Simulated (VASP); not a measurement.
Input of a VASP 6.6.1 run:

Contents of INCAR:

```
PREC = Accurate
ENCUT = 520
EDIFF = 1E-6
ISMEAR = 0
SIGMA = 0.05
LREAL = F
LASPH = T
NELM = 150
ALGO = Normal
ISIF = 2
LWAVE = F
LCHARG = F
LMAXMIX = 4
LDAU = T
LDAUTYPE = 2
LDAUL = 2 -1
LDAUU = 4 0
LDAUJ = 0 0
LDAUPRINT = 1
GGA = PS
NBANDS = 18
```

File KPOINTS:

```
Automatic mesh
0
Gamma
  16 16 16
```

The input POSCAR:

```
CuO2
1.0
    0.0000000000      2.3844798727      2.3844798727
    2.3844798727      0.0000000000      2.3844798727
    2.3844798727      2.3844798727      0.0000000000
Cu O
1 2
Direct
    0.0000000000      0.0000000000      0.0000000000
    0.2500000000      0.2500000000      0.2500000000
    0.7500000000      0.7500000000      0.7500000000
```

Potentials or basis: VASP PAW PBE potentials, release 64 (Cu, O).

The run is started by

```bash
$ cat potpaw_PBE.64/Cu/POTCAR potpaw_PBE.64/O/POTCAR > POTCAR
$ mpirun -np 1 vasp_std > vasp.out
```

Q: What does it give for the pressure?

A: -2.9 GPa.

Eigenvalues of the final occupation matrices:
```tsv
site	spin	trace	eigenvalues
site 1 d	1	4.57	0.88 0.88 0.88 0.97 0.97
site 1 d	2	4.57	0.88 0.88 0.88 0.97 0.97
```

Caveat: the PAW data sets were made with another functional, which shifts forces and pressure a little; an odd number of electrons without spin polarisation forces a metal; a magnetic or distorted state may lie lower; U without spin polarisation on a metal has little footing.
